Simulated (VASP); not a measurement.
Wanted: the native input for a VASP 6.6.1 run.

```
Task                   : single point
Functional             : LDA
Potentials or basis    : VASP PAW LDA potentials, release 64 (C)
Cutoff                 : 520 eV
k mesh                 : 12 × 12 × 4
Occupations            : gaussian, width 0.05 eV
Spin                   : no spin polarisation
Dipole correction      : no
Further INCAR settings : ALGO = Normal; EDIFF = 1e-06; NBANDS = 26
```

The structure of C lies in POSCAR:

```
C
1.0
    2.4606208111      0.0000000000      0.0000000000
   -1.2303104055      2.1309601315      0.0000000000
    0.0000000000      0.0000000000      8.4056584863
C
8
Direct
    0.0000000000      0.0000000000      0.0958582779
    0.0000000000      0.0000000000      0.5958582779
    0.0000000000      0.0000000000      0.4041417221
    0.0000000000      0.0000000000      0.9041417221
    0.3333333333      0.6666666667      0.1532727096
    0.6666666667      0.3333333333      0.6532727096
    0.3333333333      0.6666666667      0.3467272904
    0.6666666667      0.3333333333      0.8467272904
```

This cell differs from its parent crystal: mode 21 frozen in at +0.024 Å, strain +e along z and -e/2 along x and y +0.0233.

One way to write it, as run:

INCAR

```
ALGO     = Normal         # electronic algorithm
EDIFF    = 1E-6           # SCF threshold, eV
ENCUT    = 520            # plane-wave cutoff, eV
GGA      = CA             # functional
ISIF     = 2              # what is computed and relaxed
ISMEAR   = 0              # smearing method
LASPH    = T              # aspherical terms in the spheres
LCHARG   = F              # write CHGCAR
LREAL    = F              # projectors in reciprocal space
LWAVE    = F              # write WAVECAR
NBANDS   = 26             # bands
NELM     = 60             # most SCF steps
PREC     = Accurate       # precision mode
SIGMA    = 0.05           # smearing width, eV
```

KPOINTS

```
k-points
0
Gamma
  12 12 4
```

Potentials or basis: VASP PAW LDA potentials, release 64 (C).

The run is started by

```sh
$ cat potpaw_LDA.64/C/POTCAR > POTCAR
$ mpirun -np 1 vasp_std > vasp.out
```

Results of the run:

```json
{"Pressure": "4.9 GPa", "Largest force": "1.567 eV/Å", "Band gap on the k mesh": "3.43 eV, direct"}
```

Caveat: the cell differs from its parent crystal (mode 21 frozen in at +0.024 Å, strain +e along z and -e/2 along x and y +0.0233); forces of over 1 eV/Å act on the atoms, so gaps and moduli don't describe the material at rest.

Run time: 49 s on 1 thread of Intel(R) Xeon(R) Platinum 8259CL CPU @ 2.50GHz (Skylake/Cascade Lake), with other jobs on the host, peak memory 0.16 GiB.
